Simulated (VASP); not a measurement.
A run of VASP 6.6.1 is set up as follows.

INCAR

```
SYSTEM = CaS
PREC     = Accurate       ! precision mode
ENCUT    = 500            ! plane-wave cutoff, eV
EDIFF    = 1E-6           ! SCF threshold, eV
ISMEAR   = 0              ! smearing method
SIGMA    = 0.01           ! smearing width, eV
LREAL    = .FALSE.        ! projectors in reciprocal space
LASPH    = .TRUE.         ! aspherical terms in the spheres
NELM     = 120            ! most SCF steps
ALGO     = Normal         ! electronic algorithm
ISIF     = 2              ! what is computed and relaxed
LWAVE    = .FALSE.        ! write WAVECAR
LCHARG   = .FALSE.        ! write CHGCAR
GGA      = PE             ! functional
NBANDS   = 15             ! bands
GGA_COMPAT= .FALSE.
```

File KPOINTS:

```
regular mesh
0
G
  6 6 6
  0 0 0
```

Contents of POSCAR:

```
CaS
1.0
    0.0000000000      2.8430000000      2.8430000000
    2.8430000000      0.0000000000      2.8430000000
    2.8430000000      2.8430000000      0.0000000000
Ca S
1 1
Direct
    0.0000000000      0.0000000000      0.0000000000
    0.5000000000      0.5000000000      0.5000000000
```

Potentials or basis: VASP PAW PBE potentials, release 64 (Ca_sv, S).

Command:

```bash
$ cat potpaw_PBE.64/Ca_sv/POTCAR potpaw_PBE.64/S/POTCAR > POTCAR
$ mpirun -np 1 vasp_std > vasp.out
```

(1) Estimate the pressure.

(2) Predict the band gap on the k mesh.

Results:

(1) 1.0 GPa.

(2) 2.35 eV, indirect (least direct gap 3.16 eV).
